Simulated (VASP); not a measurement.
Write the native input for VASP 6.6.1 that does the following.

| Item | Value |
| --- | --- |
| Task | relaxation of shape and atoms at fixed volume |
| Functional | r2SCAN |
| Potentials or basis | VASP PAW PBE potentials, release 64 (Zr_sv, O) |
| Cutoff | 660 eV |
| k mesh | 6 × 6 × 6 |
| Occupations | gaussian, width 0.02 eV |
| Spin | no spin polarisation |
| Dipole correction | no |
| Further INCAR settings | ALGO = Normal; EDIFF = 1e-07; IBRION = 2; EDIFFG = -0.01; NSW = 50; ISIF = 4 |

ZrO2:

```xyz
6
Lattice="3.6371 0.0000 0.0000 0.0000 3.6371 0.0000 0.0000 0.0000 5.2799" Properties=species:S:1:pos:R:3 pbc="T T T"
Zr    0.0000    0.0000    0.0000
Zr    1.8186    1.8186    2.6399
O     0.0000    1.8186    1.0389
O     0.0000    1.8186    3.6789
O     1.8186    0.0000    1.6010
O     1.8186    0.0000    4.2409
```

These files were run (other wordings do the same):

POSCAR

```
ZrO2
1.0
    3.6371129251      0.0000000000      0.0000000000
    0.0000000000      3.6371129251      0.0000000000
    0.0000000000      0.0000000000      5.2798816732
Zr O
2 4
Direct
    0.0000000000      0.0000000000      0.0000000000
    0.5000000000      0.5000000000      0.5000000000
    0.0000000000      0.5000000000      0.1967750552
    0.0000000000      0.5000000000      0.6967750552
    0.5000000000      0.0000000000      0.3032249448
    0.5000000000      0.0000000000      0.8032249448
```

INCAR.step1

```
ALGO = Normal
EDIFF = 1E-5
EDIFFG = -0.005
ENCUT = 660
GGA = PE
GGA_COMPAT = F
IBRION = 2
ISIF = 3
ISMEAR = 0
LASPH = T
LCHARG = F
LREAL = F
LWAVE = T
NELM = 120
NELMIN = 4
NSW = 100
PREC = Accurate
SIGMA = 0.02
```

INCAR.step2

```
ALGO = Normal
EDIFF = 1E-7
EDIFFG = -0.01
ENCUT = 660
GGA_COMPAT = F
IBRION = 2
ISIF = 4
ISMEAR = 0
ISTART = 1
LASPH = T
LCHARG = F
LMIXTAU = T
LREAL = F
LWAVE = F
METAGGA = R2SCAN
NELM = 120
NELMIN = 4
NSW = 50
PREC = Accurate
SIGMA = 0.02
```

KPOINTS

```
k-points
0
Gamma
  6 6 6
```

Potentials or basis: VASP PAW PBE potentials, release 64 (Zr_sv, O).

Launch:

```sh
$ cat potpaw_PBE.64/Zr_sv/POTCAR potpaw_PBE.64/O/POTCAR > POTCAR
$ cp INCAR.step1 INCAR
$ mpirun -np 1 vasp_std > vasp.out
$ cp INCAR.step2 INCAR
$ mpirun -np 1 vasp_std > vasp.out
```

It gave:

| Item | Value |
| --- | --- |
| Energy gained by relaxing | 1.5 meV/atom |
| Ionic steps | 5 |
| Pressure after relaxing | -5.2 GPa |
| Largest force after relaxing | 0.005 eV/Å |
| Band gap on the k mesh | 4.57 eV (least direct gap 4.65 eV) |

Caveat: the PAW data sets were made with another functional, which shifts forces and pressure a little.

Wall time 22 min on 1 thread of Intel(R) Xeon(R) Platinum 8488C (Sapphire Rapids), with other jobs on the host, peak memory 0.28 GiB.
